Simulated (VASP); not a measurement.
# ScIr (Pm-3m) in VASP: single point with LDA

Aim: the single point of ScIr with LDA.

Program: VASP 6.6.1. These are calculated values, not measurements. Logs are shortened: lines on timing, memory, paths and dates and some standing lists are left out, and cuts for length are marked.

### 1 The cell of the first run

Symmetry: Pm-3m, No. 221, cubic system. Conventional cell: a = 3.162 Å, b = 3.162 Å, c = 3.162 Å, α = 90.00°, β = 90.00°, γ = 90.00°. Sc (site symmetry m-3m) has 8 Ir at 2.74 Å and 6 Sc at 3.16 Å within 3.6 Å. Ir (site symmetry m-3m) has 8 Sc at 2.74 Å and 6 Ir at 3.16 Å within 3.6 Å.

### 2 Single point, LDA

Contents of INCAR:

```
ALGO = Normal
EDIFF = 1E-6
ENCUT = 560
GGA = CA
GGA_COMPAT = False
ISIF = 2
ISMEAR = -1
LASPH = True
LCHARG = False
LREAL = False
LWAVE = False
NBANDS = 21
NELM = 120
PREC = Accurate
SIGMA = 0.08
```

Contents of KPOINTS:

```
k-points
0
Gamma
  14 14 14
```

Contents of POSCAR:

```
ScIr
1.0
    3.1618550561      0.0000000000      0.0000000000
    0.0000000000      3.1618550561      0.0000000000
    0.0000000000      0.0000000000      3.1618550561
Sc Ir
1 1
Direct
    0.5000000000      0.5000000000      0.5000000000
    0.0000000000      0.0000000000      0.0000000000
```

Potentials or basis: VASP PAW LDA potentials, release 64 (Sc_sv, Ir_sv_GW).

The run is started by

```console
cat potpaw_LDA.64/Sc_sv/POTCAR potpaw_LDA.64/Ir_sv_GW/POTCAR > POTCAR
mpirun -np 1 vasp_std > vasp.out
```

OUTCAR:

```text
EDIFF = 1E-6
   ENCUT = 560
   GGA = CA
   ISIF = 2
   ISMEAR = -1
   LASPH = True
   LREAL = False
   NELM = 120
   PREC = Accurate

 ion  position               nearest neighbor table
   1  0.500  0.500  0.500-   2 2.74   2 2.74   2 2.74   2 2.74   2 2.74   2 2.74   2 2.74   2 2.74

   2  0.000  0.000  0.000-   1 2.74   1 2.74   1 2.74   1 2.74   1 2.74   1 2.74   1 2.74   1 2.74

  LATTYP: Found a simple cubic cell.
 ALAT       =     3.1618550561

  Lattice vectors:

 A1 = (   3.1618550561,   0.0000000000,   0.0000000000)
 A2 = (   0.0000000000,   3.1618550561,   0.0000000000)
 A3 = (   0.0000000000,   0.0000000000,   3.1618550561)

Analysis of symmetry for initial positions (statically):
=====================================================================
 Subroutine PRICEL returns:
 Original cell was already a primitive cell.

 Routine SETGRP: Setting up the symmetry group for a
 simple cubic supercell.

 Subroutine GETGRP returns: Found 48 space group operations
 (whereof 48 operations were pure point group operations)
 out of a pool of 48 trial point group operations.

The static configuration has the point symmetry O_h .

Analysis of symmetry for dynamics (positions and initial velocities):
=====================================================================
 Subroutine PRICEL returns:
 Original cell was already a primitive cell.

 Routine SETGRP: Setting up the symmetry group for a
 simple cubic supercell.

 Subroutine GETGRP returns: Found 48 space group operations
 (whereof 48 operations were pure point group operations)
 out of a pool of 48 trial point group operations.

The dynamic configuration has the point symmetry O_h .

 Subroutine INISYM returns: Found 48 space group operations
 (whereof 48 operations are pure point group operations),
 and found     1 'primitive' translations

----------------------------------------------------------------------------------------

                                     Primitive cell

  volume of cell :      31.6101

  direct lattice vectors                    reciprocal lattice vectors
     3.161855056  0.000000000  0.000000000     0.316270032  0.000000000  0.000000000
     0.000000000  3.161855056  0.000000000     0.000000000  0.316270032  0.000000000
     0.000000000  0.000000000  3.161855056     0.000000000  0.000000000  0.316270032

  length of vectors
     3.161855056  3.161855056  3.161855056     0.316270032  0.316270032  0.316270032

  position of ions in fractional coordinates (direct lattice)
     0.500000000  0.500000000  0.500000000
     0.000000000  0.000000000  0.000000000

  ion indices of the primitive-cell ions
   primitive index   ion index
                 1           1
                 2           2

----------------------------------------------------------------------------------------

 KPOINTS: k-points

Automatic generation of k-mesh.
 Grid dimensions read from file:
 generate k-points for:   14   14   14

 Generating k-lattice:

  Cartesian coordinates                     Fractional coordinates (reciprocal lattice)
     0.022590717  0.000000000  0.000000000     0.071428571  0.000000000  0.000000000
     0.000000000  0.022590717  0.000000000     0.000000000  0.071428571  0.000000000
     0.000000000  0.000000000  0.022590717     0.000000000  0.000000000  0.071428571

  Length of vectors
     0.022590717  0.022590717  0.022590717

  Shift w.r.t. Gamma in fractional coordinates (k-lattice)
     0.000000000  0.000000000  0.000000000

 Subroutine IBZKPT returns following result:
 ===========================================

 Found    120 irreducible k-points:

 Following reciprocal coordinates:
            Coordinates               Weight
  0.000000  0.000000  0.000000      1.000000
  0.071429  0.000000  0.000000      6.000000
  0.142857  0.000000  0.000000      6.000000
  0.214286  0.000000  0.000000      6.000000
  0.285714  0.000000  0.000000      6.000000
  0.357143  0.000000  0.000000      6.000000
[... 16 lines left out ...]
  0.285714  0.214286  0.000000     24.000000
  0.357143  0.214286  0.000000     24.000000
 [... further k-points ...]
   k-points           NKPTS =    120   k-points in BZ     NKDIM =    120   number of bands    NBANDS=     21
   number of dos      NEDOS =    301   number of ions     NIONS =      2
   total plane-waves  NPLWV =  13824
   dimension x,y,z NGX =    24 NGY =   24 NGZ =   24
   dimension x,y,z NGXF=    48 NGYF=   48 NGZF=   48
   ions per type =               1   1
   NGX,Y,Z   is equivalent  to a cutoff of  12.62, 12.62, 12.62 a.u.
   NGXF,Y,Z  is equivalent  to a cutoff of  25.24, 25.24, 25.24 a.u.
 SYSTEM =  unknown system
   PREC   = accura    normal or accurate (medium, high low for compatibility)
   ISTART =      0    job   : 0-new  1-cont  2-samecut
   ICHARG =      2    charge: 1-file 2-atom 10-const
   ISPIN  =      1    spin polarized calculation?
   LNONCOLLINEAR =      F non collinear calculations
   LSORBIT =      F    spin-orbit coupling
   LASPH  =      T    aspherical Exc in radial PAW
   ENCUT  =  560.0 eV  41.16 Ry    6.42 a.u.   6.10  6.10  6.10*2*pi/ulx,y,z
   NELM   =    120;   NELMIN=  2; NELMDL= -5     # of ELM steps
   EDIFF  = 0.1E-05   stopping-criterion for ELM
   LREAL  =      F    real-space projection
   EDIFFG = 0.1E-04   stopping-criterion for IOM
   NSW    =      0    number of steps for IOM
   IBRION =     -1    ionic relax: 0-MD 1-quasi-New 2-CG
   NFREE  =      0    steps in history (QN), initial steepest desc. (CG)
   ISIF   =      2    stress and relaxation
   ISYM   =      2    0-nonsym 1-usesym 2-fastsym
   POTIM  = 0.5000    time-step for ionic-motion
   TEBEG  =    0.0;   TEEND  =   0.0 temperature during run
   PSTRESS=    0.0 pullay stress
   NELECT =      28.0000    total number of electrons
   NUPDOWN=      -1.0000    fix difference up-down
   EMIN   =  10.00;   EMAX   =-10.00  energy-range for DOS
   EFERMI =   0.00;   METHOD = LEGACY
   ISMEAR =    -1;   SIGMA  =   0.08  broadening in eV -4-tet -1-fermi 0-gaus
   EFERMI_NEDOS =   21; number of points for ismear=-14 and -15
   IALGO  =     38    algorithm
   IMIX   =      4    mixing-type and parameters
     AMIX     =   0.40;   BMIX     =  1.00
     AMIX_MAG =   1.60;   BMIX_MAG =  1.00
  volume/ion in A,a.u.               =      15.81       106.66
  Fermi-wavevector in a.u.,A,eV,Ry     =   1.572240  2.971103 33.632773  2.471939
  Thomas-Fermi vector in A             =   2.673704
   LORBIT       =      0    0 simple, 1 ext, 2 COOP (PROOUT), +10 PAW based schemes
   GGA     = CA    functional components
   LHFCALC =     F    Hartree Fock is set to
   AEXX    =    0.0000 exact exchange contribution
   IVDW    =     0    specifies the selected vdW correction
   LEPSILON=     F    determine dielectric tensor
   LRPA    =     F    only Hartree local field effects (RPA)
 non-spin polarized calculation
  energy-cutoff  :      560.00
  volume of cell :       31.61
 maximum number of plane-waves:       969
   NGX = 13   NGY = 13   NGZ = 13

 number of electron      28.0000002 magnetization

 Free energy of the ion-electron system (eV)
  ---------------------------------------------------
  ext. energy  EPLUGINS =         0.00000000
  ---------------------------------------------------
  free energy    TOTEN  =       -19.71417311 eV

  energy without entropy =      -19.69871385  energy(sigma->0) =      -19.70644348

 E-fermi :   8.6945     XC(G=0): -13.1071

 val. band max:        8.6874153984   @ k =   0.5000   0.0000   0.0000
 cond. band min:       8.7359825978   @ k =   0.5000   0.4286   0.2857
 fundamental gap:      0.0485671995
 Fermi energy:         8.6944911464

 k-point     1 :       0.0000    0.0000    0.0000
  band No.  band energies     occupation
      1     -83.1158      2.00000
      2     -40.1696      2.00000
      3     -40.1696      2.00000
      4     -40.1696      2.00000
      5     -39.8080      2.00000
      6     -18.6773      2.00000
[... 13 lines left out ...]
     20      17.1811      0.00000
     21      17.1811      0.00000

 k-point     2 :       0.0714    0.0000    0.0000
  band No.  band energies     occupation
      1     -83.1157      2.00000
      2     -40.1838      2.00000
      3     -40.1692      2.00000
      4     -40.1692      2.00000
      5     -39.7958      2.00000
      6     -18.6965      2.00000
[... 13 lines left out ...]
     20      16.7922      0.00000
     21      17.5736      0.00000

 k-point     3 :       0.1429    0.0000    0.0000
  band No.  band energies     occupation
      1     -83.1156      2.00000
      2     -40.2201      2.00000
      3     -40.1683      2.00000
      4     -40.1683      2.00000
      5     -39.7655      2.00000
      6     -18.7499      2.00000
[... 13 lines left out ...]
     20      15.8586      0.00000
     21      18.5350      0.00000

 k-point     4 :       0.2143    0.0000    0.0000
  band No.  band energies     occupation
      1     -83.1151      2.00000
      2     -40.2650      2.00000
      3     -40.1668      2.00000
      4     -40.1668      2.00000
      5     -39.7284      2.00000
      6     -18.8261      2.00000
[... 13 lines left out ...]
     20      14.7944      0.00000
     21      19.7872      0.00000

 k-point     5 :       0.2857    0.0000    0.0000
  band No.  band energies     occupation
      1     -83.1144      2.00000
      2     -40.3089      2.00000
      3     -40.1649      2.00000
      4     -40.1649      2.00000
      5     -39.6930      2.00000
      6     -18.9095      2.00000
[... 13 lines left out ...]
     20      13.9852      0.00000
     21      21.1852      0.00000
[... 382 lines left out ...]
     20      13.6695      0.00000
     21      21.4700      0.00000

 k-point    22 :       0.2143    0.2143    0.0000
  band No.  band energies     occupation
      1     -83.1138      2.00000
      2     -40.2723      2.00000
      3     -40.1995      2.00000
      4     -40.1635      2.00000
      5     -39.7034      2.00000
      6     -18.8283      2.00000
[... 13 lines left out ...]
     20      15.8728      0.00000
     21      17.7019      0.00000

 k-point    23 :       0.2857    0.2143    0.0000
  band No.  band energies     occupation
      1     -83.1133      2.00000
      2     -40.2898      2.00000
      3     -40.2028      2.00000
      4     -40.1618      2.00000
      5     -39.6916      2.00000
      6     -18.8893      2.00000
[... 13 lines left out ...]
     20      15.0449      0.00000
     21      18.2489      0.00000

 k-point    24 :       0.3571    0.2143    0.0000
  band No.  band energies     occupation
      1     -83.1128      2.00000
      2     -40.3102      2.00000
      3     -40.1998      2.00000
      4     -40.1603      2.00000
      5     -39.6821      2.00000
      6     -18.9545      2.00000
[... 13 lines left out ...]
     20      14.1984      0.00000
     21      19.0594      0.00000

 [... further k-points ...]

------------------------ aborting loop because EDIFF is reached ----------------------------------------

  FORCE on cell =-STRESS in cart. coord.  units (eV):
  Direction    XX          YY          ZZ          XY          YZ          ZX
  --------------------------------------------------------------------------------------
  -------------------------------------------------------------------------------------
  Total        0.0471353      0.0471353      0.0471353     -0.0000000     -0.0000000      0.0000000
  in kB        2.3890835      2.3890835      2.3890835     -0.0000000     -0.0000000      0.0000000
  external PRESSURE =       2.3890835 kB  Pullay stress =       0.0000000 kB

 VOLUME and BASIS-vectors are now :
 -----------------------------------------------------------------------------
  energy-cutoff  :      560.00
  volume of cell :       31.61
      direct lattice vectors                 reciprocal lattice vectors
     3.161855056  0.000000000  0.000000000     0.316270032  0.000000000  0.000000000
     0.000000000  3.161855056  0.000000000     0.000000000  0.316270032  0.000000000
     0.000000000  0.000000000  3.161855056     0.000000000  0.000000000  0.316270032

 POSITION                                       TOTAL-FORCE (eV/Angst)
 -----------------------------------------------------------------------------------
      1.58093      1.58093      1.58093         0.000000      0.000000      0.000000
      0.00000      0.00000      0.00000         0.000000      0.000000      0.000000
 -----------------------------------------------------------------------------------
    total drift:                                0.000000      0.000000     -0.000000

  FREE ENERGIE OF THE ION-ELECTRON SYSTEM (eV)
  ---------------------------------------------------
  free  energy   TOTEN  =       -19.7141731116 eV

  energy  without entropy=      -19.6987138526  energy(sigma->0) =      -19.70644348
```

Wall time 53 s (1 thread of Intel Xeon Platinum 8124M at 3.00GHz (Skylake/Cascade Lake), shared host); peak memory 0.21 GiB.

Results:

* Free energy: -19.7142 eV
* Pressure: 0.2 GPa
* Band gap on the k mesh: zero (bands 14 and 15 overlap by 0.63 eV)

Caveat: spin-orbit coupling is left out, which moves the levels of the heavy elements.

The gap in the log of VASP goes by the Fermi energy; the results here count the filled bands.